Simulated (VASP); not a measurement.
Here is a VASP 6.6.1 calculation.

The input INCAR:

```
PREC     = Accurate       # precision mode
ENCUT    = 520            # plane-wave cutoff, eV
EDIFF    = 1E-7           # SCF threshold, eV
ISMEAR   = -1             # smearing method
SIGMA    = 0.0223         # smearing width, eV
LREAL    = False          # projectors in reciprocal space
LASPH    = True           # aspherical terms in the spheres
NELM     = 80             # most SCF steps
ALGO     = Normal         # electronic algorithm
ISIF     = 2              # what is computed and relaxed
LWAVE    = False          # write WAVECAR
LCHARG   = False          # write CHGCAR
GGA      = PS             # functional
NBANDS   = 59             # bands
```

KPOINTS

```
Automatic mesh
0
Gamma
  6 6 6
```

File POSCAR:

```
CrB2Rh2
1.0
    0.0000000000      4.2022730000      2.6776690000
    0.0000000000     -4.2022730000      2.6776690000
    4.7714290000      0.0000000000     -2.6776690000
Rh Cr B
4 2 4
Direct
    0.3699000000      0.3699000000      0.7398000000
    0.6301000000      0.6301000000      0.2602000000
    0.3801000000      0.8801000000      0.7602000000
    0.1199000000      0.6199000000      0.2398000000
    0.0000000000      0.0000000000      0.0000000000
    0.7500000000      0.2500000000      0.5000000000
    0.3280000000      0.6720000000      0.0000000000
    0.6720000000      0.3280000000      0.0000000000
    0.4220000000      0.5780000000      0.5000000000
    0.0780000000      0.9220000000      0.5000000000
```

Potentials or basis: VASP PAW PBE potentials, release 64 (Rh_pv, Cr_pv, B).

Run with:

```sh
$ cat potpaw_PBE.64/Rh_pv/POTCAR potpaw_PBE.64/Cr_pv/POTCAR potpaw_PBE.64/B/POTCAR > POTCAR
$ mpirun -np 1 vasp_std > vasp.out
```

What does it give for the pressure?

51.1 GPa.

Predict the largest force.

3.343 eV/Å.

Predict the band gap on the k mesh.

zero (band 48 reaches 10.59 eV, above the bottom of band 49 at 10.38 eV).

Forces on the atoms (eV/Å):
```
Rh  -1.994  0.000  0.000
Rh   1.994  0.000  0.000
Rh   1.994  0.000  0.000
Rh  -1.994  0.000  0.000
Cr   0.000  0.000  0.000
Cr   0.000  0.000  0.000
B    0.000 -3.343  0.000
B    0.000  3.343  0.000
B    0.000  3.343  0.000
B    0.000 -3.343  0.000
```

Caveat: the PAW data sets were made with another functional, which shifts forces and pressure a little. Spin polarisation is off, so any magnetic state and its effect on volume and gap are missing.
